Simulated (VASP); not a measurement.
# Cu (Cmcm) in VASP: further runs

The runs below take Cu through relaxation of cell and atoms, with BLYP+D3(BJ), PBEsol.

All numbers are computed with VASP 6.6.1; they aren't measurements. Logs are shortened: lines on timing, memory, paths and dates and some standing lists are left out, and cuts for length are marked.

### Step 1. The cell of the first run

Symmetry: Cmcm, No. 63, orthorhombic system. The conventional cell has a = 2.437 Å, b = 7.953 Å, c = 2.475 Å, α = 90.00°, β = 90.00°, γ = 90.00°. Within 3.2 Å of Cu (site symmetry m2m) lie 10 Cu at 2.44 to 2.54 Å.

### Step 2. Relaxation of cell and atoms, BLYP+D3(BJ)

INCAR

```
PREC = Accurate
ENCUT = 600
EDIFF = 1E-7
ISMEAR = 1
SIGMA = 0.1
LREAL = F
LASPH = T
NELM = 120
ALGO = Normal
ISIF = 3
LWAVE = F
LCHARG = F
GGA = B5
ALDAX = 1.0
AGGAX = 1.0
AGGAC = 1.0
ALDAC = 0.0
IVDW = 12
VDW_S6 = 1.0
VDW_S8 = 2.6996
VDW_A1 = 0.4298
VDW_A2 = 4.2359
IBRION = 2
NSW = 80
EDIFFG = -0.01
GGA_COMPAT = F
NELMIN = 4
```

KPOINTS

```
Automatic mesh
0
Gamma
  12 12 11
```

POSCAR

```
Cu
1.0
    1.2184635000     -3.9763780000      0.0000000000
    1.2184635000      3.9763780000      0.0000000000
    0.0000000000      0.0000000000      2.4754960000
Cu
2
Direct
    0.1338670000      0.8661330000      0.2500000000
    0.8661330000      0.1338670000      0.7500000000
```

Potentials or basis: VASP PAW PBE potentials, release 64 (Cu).

The run is started by

```bash
$ cat potpaw_PBE.64/Cu/POTCAR > POTCAR
$ mpirun -np 1 vasp_std > vasp.out
```

OUTCAR:

```text
PREC = Accurate
   ENCUT = 600
   EDIFF = 1E-7
   ISMEAR = 1
   LREAL = F
   LASPH = T
   NELM = 120
   ISIF = 3
   GGA = B5
   IVDW = 12
   IBRION = 2
   NSW = 80
   EDIFFG = -0.01
   NELMIN = 4
 IVDW          = 12

 ion  position               nearest neighbor table
   1  0.134  0.866  0.250-   2 2.46   2 2.46   2 2.54   2 2.54   2 2.54   2 2.54
   2  0.866  0.134  0.750-   1 2.46   1 2.46   1 2.54   1 2.54   1 2.54   1 2.54

  LATTYP: Found a base centered orthorhombic cell.
 ALAT       =     2.4369270000
 B/A-ratio  =     3.2634362868
 C/A-ratio  =     1.0158269000

  Lattice vectors:

 A1 = (   1.2184635000,  -3.9763780000,   0.0000000000)
 A2 = (   1.2184635000,   3.9763780000,   0.0000000000)
 A3 = (   0.0000000000,   0.0000000000,   2.4754960000)

Analysis of symmetry for initial positions (statically):
=====================================================================
 Subroutine PRICEL returns:
 Original cell was already a primitive cell.

 Routine SETGRP: Setting up the symmetry group for a
 base centered orthorhombic supercell.

 Subroutine GETGRP returns: Found  8 space group operations
 (whereof  4 operations were pure point group operations)
 out of a pool of  8 trial point group operations.

The static configuration has the point symmetry C_2h.
 The point group associated with its full space group is D_2h.

Analysis of symmetry for dynamics (positions and initial velocities):
=====================================================================
 Subroutine PRICEL returns:
 Original cell was already a primitive cell.

 Routine SETGRP: Setting up the symmetry group for a
 base centered orthorhombic supercell.

 Subroutine GETGRP returns: Found  8 space group operations
 (whereof  4 operations were pure point group operations)
 out of a pool of  8 trial point group operations.

The dynamic configuration has the point symmetry C_2h.
 The point group associated with its full space group is D_2h.

 Subroutine INISYM returns: Found  8 space group operations
 (whereof  4 operations are pure point group operations),
 and found     1 'primitive' translations

----------------------------------------------------------------------------------------

                                     Primitive cell

  volume of cell :      23.9879

  direct lattice vectors                    reciprocal lattice vectors
     1.218463500 -3.976378000  0.000000000     0.410352875 -0.125742573  0.000000000
     1.218463500  3.976378000  0.000000000     0.410352875  0.125742573  0.000000000
     0.000000000  0.000000000  2.475496000     0.000000000  0.000000000  0.403959449

[... 80 lines left out ...]
   LASPH  =      T    aspherical Exc in radial PAW
   ENCUT  =  600.0 eV  44.10 Ry    6.64 a.u.   8.31  8.31  4.94*2*pi/ulx,y,z
   NELM   =    120;   NELMIN=  4; NELMDL= -5     # of ELM steps
   EDIFF  = 0.1E-06   stopping-criterion for ELM
   LREAL  =      F    real-space projection
   EDIFFG = -.1E-01   stopping-criterion for IOM
   NSW    =     80    number of steps for IOM
   IBRION =      2    ionic relax: 0-MD 1-quasi-New 2-CG
   NFREE  =      1    steps in history (QN), initial steepest desc. (CG)
   ISIF   =      3    stress and relaxation
   ISYM   =      2    0-nonsym 1-usesym 2-fastsym
   POTIM  = 0.5000    time-step for ionic-motion
   TEBEG  =    0.0;   TEEND  =   0.0 temperature during run
   PSTRESS=    0.0 pullay stress
   NELECT =      22.0000    total number of electrons
   NUPDOWN=      -1.0000    fix difference up-down
   EMIN   =  10.00;   EMAX   =-10.00  energy-range for DOS
   EFERMI =   0.00;   METHOD = LEGACY
   ISMEAR =     1;   SIGMA  =   0.10  broadening in eV -4-tet -1-fermi 0-gaus
   EFERMI_NEDOS =   21; number of points for ismear=-14 and -15
   IALGO  =     38    algorithm
   IMIX   =      4    mixing-type and parameters
     AMIX     =   0.40;   BMIX     =  1.00
     AMIX_MAG =   1.60;   BMIX_MAG =  1.00
  volume/ion in A,a.u.               =      11.99        80.94
  Fermi-wavevector in a.u.,A,eV,Ry     =   1.590566  3.005733 34.421365  2.529899
  Thomas-Fermi vector in A             =   2.689241
   LORBIT       =      0    0 simple, 1 ext, 2 COOP (PROOUT), +10 PAW based schemes
   GGA     = B5    functional components
   LHFCALC =     F    Hartree Fock is set to
   AEXX    =    0.0000 exact exchange contribution
   IVDW    =    12    specifies the selected vdW correction
   LEPSILON=     F    determine dielectric tensor
   LRPA    =     F    only Hartree local field effects (RPA)
 conjugate gradient relaxation of ions
 non-spin polarized calculation
 Methfessel and Paxton  Order N= 1 SIGMA  =   0.10
  energy-cutoff  :      600.00
  volume of cell :       23.99
 maximum number of plane-waves:       816
 NGX is ok and might be reduce to    36
   NGX = 17   NGY = 17   NGZ =  9

--------------------------------------- Ionic step        1  -------------------------------------------

 number of electron      22.0000013 magnetization

 Free energy of the ion-electron system (eV)
  ---------------------------------------------------
  ext. energy  EPLUGINS =         0.00000000
  ---------------------------------------------------
  free energy    TOTEN  =        -5.66494022 eV

  energy without entropy =       -5.66497644  energy(sigma->0) =       -5.66495229

------------------------ aborting loop because EDIFF is reached ----------------------------------------

 Edisp (eV)   -2.59877

 E8    (eV) :    -1.8952
[... 111 lines left out ...]
--------------------------------------- Ionic step        4  -------------------------------------------

 number of electron      22.0000016 magnetization

 Free energy of the ion-electron system (eV)
  ---------------------------------------------------
  ext. energy  EPLUGINS =         0.00000000
  ---------------------------------------------------
  free energy    TOTEN  =        -5.61440035 eV

  energy without entropy =       -5.61425515  energy(sigma->0) =       -5.61435195

 E-fermi :   8.1603     XC(G=0): -12.1382

 val. band max:        8.1412613441   @ k =   0.3333   0.3333   0.2727
 cond. band min:       8.1789765531   @ k =   0.5000   0.1667   0.3636
 fundamental gap:      0.0377152089
 Fermi energy:         8.1603446160

 k-point     1 :       0.0000    0.0000    0.0000
  band No.  band energies     occupation
      1      -1.1587      2.00000
      2       3.0296      2.00000
      3       3.7777      2.00000
      4       4.2366      2.00000
      5       4.9462      2.00000
      6       5.2610      2.00000
      7       5.6879      2.00000
      8       5.9729      2.00000
      9       6.1849      2.00000
     10       6.3166      2.00000
     11       6.6110      2.00000
     12       8.2313      0.07372
     13      13.1150      0.00000
     14      22.9426      0.00000
[... 401 lines left out ...]
      2       3.2977      2.00000
      3       4.1795      2.00000
      4       4.4012      2.00000
      5       4.8527      2.00000
      6       5.2738      2.00000
      7       5.4149      2.00000
      8       5.6470      2.00000
      9       5.7195      2.00000
     10       6.0540      2.00000
     11       6.3600      2.00000
     12       7.7558      2.00000
     13      15.9072      0.00000
     14      19.1723      0.00000
     15      21.7558      0.00000

 [... further k-points ...]

------------------------ aborting loop because EDIFF is reached ----------------------------------------

 Edisp (eV)   -2.65477

 E8    (eV) :    -1.9362
[... 25 lines left out ...]
  FREE ENERGIE OF THE ION-ELECTRON SYSTEM (eV)
  ---------------------------------------------------
  free  energy   TOTEN  =        -8.2691719328 eV

  energy  without entropy=       -8.2690267355  energy(sigma->0) =       -8.26912353

 reached required accuracy - stopping structural energy minimisation
```

CONTCAR:

```text
Cu
   1.00000000000000
     1.2106481794864650   -3.9380702642100962   -0.0000000000000000
     1.2106481794864650    3.9380702642100962    0.0000000000000000
     0.0000000000000000   -0.0000000000000000    2.4645434078492161
  Cu
     2
Direct
     0.1330558650264440    0.8669441349735560    0.2500000000000000
     0.8669441349735560    0.1330558650264440    0.7500000000000000

  0.00000000E+00  0.00000000E+00  0.00000000E+00
  0.00000000E+00  0.00000000E+00  0.00000000E+00
```

Wall time 2.6 min (1 thread of Intel Xeon 6975P-C (Granite Rapids), shared host); peak memory 0.25 GiB.

What came out:

* Free energy: -8.2692 eV
* Relaxed volume: 11.75 Å³/atom
* Relaxed cell: a = 4.120 Å, b = 4.120 Å, c = 2.465 Å, α = 90.00°, β = 90.00°, γ = 145.82°
* Space group after relaxing (to 0.1 Å): Cmcm (No. 63)
* Energy gained by relaxing: 2.7 meV/atom
* Ionic steps: 4
* Pressure after relaxing: 0.0 GPa
* Largest force after relaxing: 0.006 eV/Å
* Band gap on the k mesh: zero (bands 11 and 12 overlap by 5.31 eV)
* Dispersion energy per atom: -1.327 eV

Forces in eV/Å, atoms in the order of the input:
```
Cu   0.000  0.006  0.000
Cu   0.000 -0.006  0.000
```

Step by step:
| step | energy change (eV) | largest force (eV/Å) | pressure (GPa) | volume (Å³) |
| --- | --- | --- | --- | --- |
| 1 | 0.0000 | 0.1061 | -2.88 | 23.99 |
| 2 | -0.0039 | 0.0379 | 1.71 | 23.25 |
| 3 | -0.0052 | 0.0630 | 0.15 | 23.49 |
| 4 | -0.0055 | 0.0063 | -0.01 | 23.50 |

Final structure:
```xyz
2
Lattice="1.2106 -3.9381 0.0000 1.2106 3.9381 0.0000 0.0000 0.0000 2.4645" Properties=species:S:1:pos:R:3 pbc="T T T"
Cu    1.2106    2.8901    0.6161
Cu    1.2106   -2.8901    1.8484
```

Caveat: the dispersion term is far too large for a dense solid, which distorts pressure and volume; the PAW data sets were made with another functional, which shifts forces and pressure a little.

(Continued in part 2 of 2.)

The gap in the log of VASP goes by the Fermi energy; the results here count the filled bands.